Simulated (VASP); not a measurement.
# Ta16O in VASP: single point with PBE

Aim: the single point of Ta16O with PBE.

All numbers are computed with VASP 6.6.1; they aren't measurements. Logs are shortened: lines on timing, memory, paths and dates and some standing lists are left out, and cuts for length are marked.

**1. The cell of the first run**

The cell holds a slab with vacuum, 17 atoms: a = 6.638 Å, b = 6.638 Å, c = 20.300 Å, α = 90.00°, β = 90.00°, γ = 90.00°.

**2. Single point, PBE**

The input, INCAR:

```
PREC = Accurate ; ENCUT = 520
EDIFF = 1E-6 ; ISMEAR = 0
SIGMA = 0.1 ; LREAL = Auto
LASPH = T ; NELM = 100
ALGO = Normal ; ISIF = 2
LWAVE = F ; LCHARG = T
LDIPOL = T ; IDIPOL = 3
DIPOL = 0.5 0.5 0.326 ; GGA = PE
LELF = T ; LVHAR = T
LVACPOTAV = T ; NBANDS = 105
```

The input, KPOINTS:

```
Automatic mesh
0
Gamma
  4 4 1
```

The input, POSCAR:

```
Ta16O
1.0
    6.6379342676      0.0000000000      0.0000000000
    0.0000000000      6.6379342676      0.0000000000
    0.0000000000      0.0000000000     20.2996557945
Ta O
16 1
Direct
    0.2500000000      0.2500000000      0.1970476761
    0.2500000000      0.7500000000      0.1970476761
    0.7500000000      0.2500000000      0.1970476761
    0.7500000000      0.7500000000      0.1970476761
    0.0000000000      0.0000000000      0.2787970212
    0.0000000000      0.5000000000      0.2787970212
    0.5000000000      0.0000000000      0.2787970212
    0.5000000000      0.5000000000      0.2787970212
    0.2500000000      0.2500000000      0.3599139039
    0.2500000000      0.7500000000      0.3599139039
    0.7500000000      0.2500000000      0.3599139039
    0.7500000000      0.7500000000      0.3599139039
    0.0000000000      0.0000000000      0.4334879312
    0.0000000000      0.5000000000      0.4334879312
    0.5000000000      0.0000000000      0.4334879312
    0.5000000000      0.5000000000      0.4334879312
    0.1875000000      0.2500000000      0.4671429742
```

Potentials or basis: VASP PAW PBE potentials, release 64 (Ta_pv, O).

Started as:

```bash
$ cat potpaw_PBE.64/Ta_pv/POTCAR potpaw_PBE.64/O/POTCAR > POTCAR
$ mpirun -np 1 vasp_std > vasp.out
```

OUTCAR:

```text
PREC = Accurate
   ENCUT = 520
   EDIFF = 1E-6
   ISMEAR = 0
   LREAL = Auto
   LASPH = T
   NELM = 100
   ISIF = 2
   GGA = PE

 ion  position               nearest neighbor table
   1  0.250  0.250  0.197-   5 2.87   6 2.87   7 2.87   8 2.87   9 3.31   3 3.32   2 3.32   2 3.32
                             3 3.32
   2  0.250  0.750  0.197-   5 2.87   6 2.87   7 2.87   8 2.87  10 3.31   4 3.32   1 3.32   1 3.32
                             4 3.32
   3  0.750  0.250  0.197-   5 2.87   6 2.87   7 2.87   8 2.87  11 3.31   4 3.32   1 3.32   4 3.32
                             1 3.32
   4  0.750  0.750  0.197-   5 2.87   6 2.87   7 2.87   8 2.87  12 3.31   3 3.32   2 3.32   3 3.32
                             2 3.32
   5  0.000  0.000  0.279-   9 2.87  10 2.87  11 2.87  12 2.87   1 2.87   2 2.87   3 2.87   4 2.87
                            13 3.14   7 3.32   6 3.32   6 3.32   7 3.32
   6  0.000  0.500  0.279-   9 2.87  10 2.87  11 2.87  12 2.87   1 2.87   2 2.87   3 2.87   4 2.87
                            14 3.14   8 3.32   5 3.32   5 3.32   8 3.32
   7  0.500  0.000  0.279-   9 2.87  10 2.87  11 2.87  12 2.87   1 2.87   2 2.87   3 2.87   4 2.87
                            15 3.14   8 3.32   5 3.32   8 3.32   5 3.32
   8  0.500  0.500  0.279-   9 2.87  10 2.87  11 2.87  12 2.87   1 2.87   2 2.87   3 2.87   4 2.87
                            16 3.14   7 3.32   6 3.32   7 3.32   6 3.32
   9  0.250  0.250  0.360-  17 2.22  14 2.78  15 2.78  16 2.78  13 2.78   6 2.87   7 2.87   8 2.87
                             5 2.87   1 3.31  11 3.32  10 3.32  10 3.32  11 3.32
  10  0.250  0.750  0.360-  13 2.78  14 2.78  15 2.78  16 2.78   5 2.87   6 2.87   7 2.87   8 2.87
                             2 3.31   9 3.32  12 3.32   9 3.32  12 3.32
  11  0.750  0.250  0.360-  13 2.78  14 2.78  15 2.78  16 2.78   5 2.87   6 2.87   7 2.87   8 2.87
                             3 3.31   9 3.32  12 3.32  12 3.32   9 3.32
  12  0.750  0.750  0.360-  13 2.78  14 2.78  15 2.78  16 2.78   5 2.87   6 2.87   7 2.87   8 2.87
                             4 3.31  10 3.32  11 3.32  11 3.32  10 3.32
  13  0.000  0.000  0.433-  17 2.18  10 2.78  11 2.78  12 2.78   9 2.78   5 3.14  15 3.32  14 3.32
                            14 3.32  15 3.32
  14  0.000  0.500  0.433-  17 2.18  10 2.78  11 2.78  12 2.78   9 2.78   6 3.14  16 3.32  13 3.32
                            13 3.32  16 3.32
  15  0.500  0.000  0.433-  17 2.74  10 2.78  11 2.78  12 2.78   9 2.78   7 3.14  16 3.32  13 3.32
                            16 3.32  13 3.32
  16  0.500  0.500  0.433-  17 2.74  10 2.78  11 2.78  12 2.78   9 2.78   8 3.14  15 3.32  14 3.32
                            15 3.32  14 3.32
  17  0.188  0.250  0.467-  13 2.18  14 2.18   9 2.22  15 2.74  16 2.74

  LATTYP: Found a simple tetragonal cell.
 ALAT       =     6.6379342676
 C/A-ratio  =     3.0581284743

  Lattice vectors:

 A1 = (   6.6379342676,   0.0000000000,   0.0000000000)
 A2 = (   0.0000000000,   6.6379342676,   0.0000000000)
 A3 = (   0.0000000000,   0.0000000000,  20.2996557945)

Analysis of symmetry for initial positions (statically):
=====================================================================
 Subroutine PRICEL returns:
 Original cell was already a primitive cell.

 Routine SETGRP: Setting up the symmetry group for a
 simple tetragonal supercell.

 Subroutine GETGRP returns: Found  2 space group operations
 (whereof  1 operations were pure point group operations)
 out of a pool of 16 trial point group operations.

The static configuration has the point symmetry C_1 .
 The point group associated with its full space group is C_1h.

Analysis of symmetry for dynamics (positions and initial velocities):
=====================================================================
 Subroutine PRICEL returns:
 Original cell was already a primitive cell.

 Routine SETGRP: Setting up the symmetry group for a
 simple tetragonal supercell.

 Subroutine GETGRP returns: Found  2 space group operations
 (whereof  1 operations were pure point group operations)
 out of a pool of 16 trial point group operations.

The dynamic configuration has the point symmetry C_1 .
 The point group associated with its full space group is C_1h.

 Subroutine INISYM returns: Found  2 space group operations
 (whereof  1 operations are pure point group operations),
 and found     1 'primitive' translations

----------------------------------------------------------------------------------------

                                     Primitive cell

  volume of cell :     894.4469

  direct lattice vectors                    reciprocal lattice vectors
     6.637934268  0.000000000  0.000000000     0.150649277  0.000000000  0.000000000
[... 63 lines left out ...]
  Shift w.r.t. Gamma in fractional coordinates (k-lattice)
     0.000000000  0.000000000  0.000000000

 Subroutine IBZKPT returns following result:
 ===========================================

 Found      9 irreducible k-points:

 Following reciprocal coordinates:
            Coordinates               Weight
  0.000000  0.000000  0.000000      1.000000
  0.250000  0.000000  0.000000      2.000000
  0.000000  0.250000  0.000000      2.000000
  0.500000  0.000000  0.000000      1.000000
  0.000000  0.500000  0.000000      1.000000
  0.250000  0.250000  0.000000      4.000000
  0.500000  0.250000  0.000000      2.000000
 -0.250000  0.500000  0.000000      2.000000
  0.500000  0.500000  0.000000      1.000000
   k-points           NKPTS =      9   k-points in BZ     NKDIM =      9   number of bands    NBANDS=    105
   number of dos      NEDOS =    301   number of ions     NIONS =     17
   total plane-waves  NPLWV = 400000
   dimension x,y,z NGX =    50 NGY =   50 NGZ =  160
   dimension x,y,z NGXF=   100 NGYF=  100 NGZF=  320
   ions per type =              16   1
   NGX,Y,Z   is equivalent  to a cutoff of  12.52, 12.52, 13.10 a.u.
   NGXF,Y,Z  is equivalent  to a cutoff of  25.04, 25.04, 26.21 a.u.
 SYSTEM =  unknown system
   PREC   = accura    normal or accurate (medium, high low for compatibility)
   ISTART =      0    job   : 0-new  1-cont  2-samecut
   ICHARG =      2    charge: 1-file 2-atom 10-const
   ISPIN  =      1    spin polarized calculation?
   LNONCOLLINEAR =      F non collinear calculations
   LSORBIT =      F    spin-orbit coupling
   LASPH  =      T    aspherical Exc in radial PAW
   ENCUT  =  520.0 eV  38.22 Ry    6.18 a.u.  12.34 12.34 37.74*2*pi/ulx,y,z
   NELM   =    100;   NELMIN=  2; NELMDL= -5     # of ELM steps
   EDIFF  = 0.1E-05   stopping-criterion for ELM
   LREAL  =      T    real-space projection
   EDIFFG = 0.1E-04   stopping-criterion for IOM
   NSW    =      0    number of steps for IOM
   IBRION =     -1    ionic relax: 0-MD 1-quasi-New 2-CG
   NFREE  =      0    steps in history (QN), initial steepest desc. (CG)
   ISIF   =      2    stress and relaxation
   ISYM   =      2    0-nonsym 1-usesym 2-fastsym
   POTIM  = 0.5000    time-step for ionic-motion
   TEBEG  =    0.0;   TEEND  =   0.0 temperature during run
   PSTRESS=    0.0 pullay stress
   NELECT =     182.0000    total number of electrons
   NUPDOWN=      -1.0000    fix difference up-down
   EMIN   =  10.00;   EMAX   =-10.00  energy-range for DOS
   EFERMI =   0.00;   METHOD = LEGACY
   ISMEAR =     0;   SIGMA  =   0.10  broadening in eV -4-tet -1-fermi 0-gaus
   EFERMI_NEDOS =   21; number of points for ismear=-14 and -15
   IALGO  =     38    algorithm
   IMIX   =      4    mixing-type and parameters
     AMIX     =   0.40;   BMIX     =  1.00
     AMIX_MAG =   1.60;   BMIX_MAG =  1.00
  volume/ion in A,a.u.               =      52.61       355.06
  Fermi-wavevector in a.u.,A,eV,Ry     =   0.962898  1.819614 12.614957  0.927173
  Thomas-Fermi vector in A             =   2.092397
   LORBIT       =      0    0 simple, 1 ext, 2 COOP (PROOUT), +10 PAW based schemes
   GGA     = PE    functional components
   LHFCALC =     F    Hartree Fock is set to
   AEXX    =    0.0000 exact exchange contribution
   IVDW    =     0    specifies the selected vdW correction
   LEPSILON=     F    determine dielectric tensor
   LRPA    =     F    only Hartree local field effects (RPA)
 non-spin polarized calculation
 Gauss-broadening in eV      SIGMA  =   0.10
  energy-cutoff  :      520.00
  volume of cell :      894.45
 maximum number of plane-waves:     24163
 NGX is ok and might be reduce to    50
   NGX = 25   NGY = 25   NGZ = 75

 dipolmoment           0.000000      0.000000      0.012527 electrons x Angstroem

 number of electron     181.9999952 magnetization

 dipolmoment           0.000000      0.000000     -0.117412 electrons x Angstroem

 Free energy of the ion-electron system (eV)
  ---------------------------------------------------
  ext. energy  EPLUGINS =         0.00000000
  ---------------------------------------------------
  free energy    TOTEN  =      -183.25648246 eV

  energy without entropy =     -183.18437587  energy(sigma->0) =     -183.22042916

 E-fermi :  -0.3747     XC(G=0):  -5.2916

 val. band max:       -0.4479583196   @ k =   0.5000   0.5000   0.0000
 cond. band min:      -0.3737152558   @ k =   0.5000   0.2500   0.0000
 fundamental gap:      0.0742430638
 Fermi energy:        -0.3746983520

 k-point     1 :       0.0000    0.0000    0.0000
  band No.  band energies     occupation
      1     -35.5086      2.00000
      2     -35.4298      2.00000
      3     -35.4271      2.00000
      4     -35.4240      2.00000
      5     -35.4224      2.00000
      6     -35.3976      2.00000
[... 943 lines left out ...]
    102       0.2256      0.00000
    103       0.2605      0.00000
 [bands above 103 left out]

------------------------ aborting loop because EDIFF is reached ----------------------------------------

  FORCE on cell =-STRESS in cart. coord.  units (eV):
  Direction    XX          YY          ZZ          XY          YZ          ZX
  --------------------------------------------------------------------------------------
  -------------------------------------------------------------------------------------
  Total      -18.3453934    -20.6586827     -3.2952587      0.0000000      0.0000000     -0.5440566
  in kB      -32.8611716    -37.0048491     -5.9026295      0.0000000      0.0000000     -0.9745409
  external PRESSURE =     -25.2562167 kB  Pullay stress =       0.0000000 kB

 VOLUME and BASIS-vectors are now :
 -----------------------------------------------------------------------------
  energy-cutoff  :      520.00
  volume of cell :      894.45
      direct lattice vectors                 reciprocal lattice vectors
     6.637934268  0.000000000  0.000000000     0.150649277  0.000000000  0.000000000
     0.000000000  6.637934268  0.000000000     0.000000000  0.150649277  0.000000000
     0.000000000  0.000000000 20.299655795     0.000000000  0.000000000  0.049261919

 POSITION                                       TOTAL-FORCE (eV/Angst)
 -----------------------------------------------------------------------------------
      1.65948      1.65948      4.00000        -0.017272      0.000000      0.993595
      1.65948      4.97845      4.00000        -0.017941      0.000000      0.857222
      4.97845      1.65948      4.00000         0.005142      0.000000      0.813677
      4.97845      4.97845      4.00000         0.103215      0.000000      0.873243
      0.00000      0.00000      5.65948         0.053758      0.017181     -0.910555
      0.00000      3.31897      5.65948         0.053758     -0.017181     -0.910555
[... 9 lines left out ...]
      3.31897      3.31897      8.79966         0.155895     -0.022445      0.034233
      1.24461      1.65948      9.48284        -0.225644      0.000000      0.052910
 -----------------------------------------------------------------------------------
    total drift:                                0.000001     -0.000000      0.009783

  FREE ENERGIE OF THE ION-ELECTRON SYSTEM (eV)
  ---------------------------------------------------
  free  energy   TOTEN  =      -183.2564824610 eV

  energy  without entropy=     -183.1843758685  energy(sigma->0) =     -183.22042916

 vacuum level on the upper side and lower side of the slab         3.140         3.622
```

Run time: 39 min. Hardware: 1 thread of AMD EPYC 7R13 (Zen 3), shared host; peak memory 1.1 GiB.

What came out:

* Free energy: -183.2565 eV
* Largest force: 1.790 eV/Å
* Band gap on the k mesh: zero (bands 91 and 92 overlap by 0.32 eV)

Forces on the atoms (eV/Å):
```
Ta  -0.017  0.000  0.994
Ta  -0.018  0.000  0.857
Ta   0.005  0.000  0.814
Ta   0.103  0.000  0.873
Ta   0.054  0.017 -0.911
Ta   0.054 -0.017 -0.911
Ta   0.028  0.011 -0.878
Ta   0.028 -0.011 -0.878
Ta   0.215  0.000 -1.777
Ta   0.006  0.000  0.073
Ta  -0.262  0.000  0.016
Ta  -0.277  0.000 -0.008
Ta  -0.002  0.670  0.807
Ta  -0.002 -0.670  0.807
Ta   0.156  0.022  0.034
Ta   0.156 -0.022  0.034
O   -0.226  0.000  0.053
```

Caveat: spin-orbit coupling is left out, which moves the levels of the heavy elements.

The gap in the log of VASP goes by the Fermi energy; the results here count the filled bands.